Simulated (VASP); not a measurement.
A run of VASP 6.6.1 is set up as follows.

INCAR

```
PREC = Accurate
ENCUT = 500
EDIFF = 1E-6
ISMEAR = 0
SIGMA = 0.05
LREAL = F
LASPH = T
NELM = 120
ALGO = Normal
ISIF = 2
LWAVE = F
LCHARG = T
GGA = B5
ALDAX = 1.0
AGGAX = 1.0
AGGAC = 1.0
ALDAC = 0.0
LELF = T
LVHAR = T
NBANDS = 15
GGA_COMPAT = F
```

Contents of KPOINTS:

```
regular mesh
0
Gamma
  6 6 6
```

Contents of POSCAR:

```
SrTe
1.0
    0.0000000000      3.4175813366      3.4175813366
    3.4175813366      0.0000000000      3.4175813366
    3.4175813366      3.4175813366      0.0000000000
Sr Te
1 1
Direct
    0.5000000000      0.5000000000      0.5000000000
    0.0000000000      0.0000000000      0.0000000000
```

Potentials or basis: VASP PAW PBE potentials, release 64 (Sr_sv, Te).

Launch:

```bash
$ cat potpaw_PBE.64/Sr_sv/POTCAR potpaw_PBE.64/Te/POTCAR > POTCAR
$ mpirun -np 1 vasp_std > vasp.out
```

Problem. What does it give for the band gap on the k mesh?

Solution. 2.00 eV (least direct gap 2.66 eV).

Problem. What does it give for the pressure?

Solution. 0.1 GPa.

Caveat: the PAW data sets were made with another functional, which shifts forces and pressure a little; spin-orbit coupling is left out, which moves the levels of the heavy elements. A k mesh can miss the band edges.
